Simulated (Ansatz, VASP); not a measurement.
**Two plane-wave programs on MgO**

The input INCAR:

```
ALGO = Normal
EDIFF = 1E-6
ENCUT = 600
GGA = CA
GGA_COMPAT = F
ISIF = 2
ISMEAR = 0
LASPH = T
LCHARG = F
LREAL = F
LWAVE = F
NBANDS = 11
NELM = 120
PREC = Accurate
SIGMA = 0.1
```

File KPOINTS:

```
k-points
0
Gamma
  8 8 8
```

POSCAR

```
MgO
1.0
    0.0000000000      2.1100000000      2.1100000000
    2.1100000000      0.0000000000      2.1100000000
    2.1100000000      2.1100000000      0.0000000000
Mg O
1 1
Direct
    0.0000000000      0.0000000000      0.0000000000
    0.5000000000      0.5000000000      0.5000000000
```

Input for Ansatz:

```yaml
crystal:
  lattice:
    - [0.0, 2.11, 2.11]
    - [2.11, 0.0, 2.11]
    - [2.11, 2.11, 0.0]
  atoms:
    - { symbol: Mg, position: [0.0, 0.0, 0.0] }
    - { symbol: O, position: [0.5, 0.5, 0.5] }
basis:
  ecutwfc: 420
kpoints:
  mp_grid: { grid: [8, 8, 8] }
hamiltonian:
  xc: lda
  pseudopotentials: { kind: paw, azcp: { folder: soft_1 } }
scf:
  occupations: { method: gaussian, width: 0.1 }
output:
  forces: true
  stress: true
  eigenvalues: true
```

Alike in both runs: task single point; functional LDA; k mesh 8 × 8 × 8; occupations gaussian, width 0.1 eV; no spin polarisation.

|  | VASP | Ansatz |
| --- | --- | --- |
| version | VASP 6.6.1 | Ansatz 0.2.0 |
| potentials or method | VASP PAW LDA potentials, release 64 (Mg, O), cutoff 600 eV | scalar-relativistic, plane waves, PAW |
| valence electrons in the cell | 8 | 16 |

```tsv
	VASP	Ansatz	Ansatz less VASP
gap on the k mesh at the Fermi level (eV)	4.60	4.61	+0.004
least direct gap on the mesh (eV)	4.60	4.61	+0.004
pressure (GPa)	-8.8	-6.7	+2.08
```

Ansatz warns that its potentials were made for another functional, while VASP's fit it. LDA's correlation is that of Perdew and Zunger in VASP and of Perdew and Wang (1992) in Ansatz. VASP's potentials hold 8 valence electrons a cell and Ansatz's 16, so a difference there can come from the potentials and not from the codes.
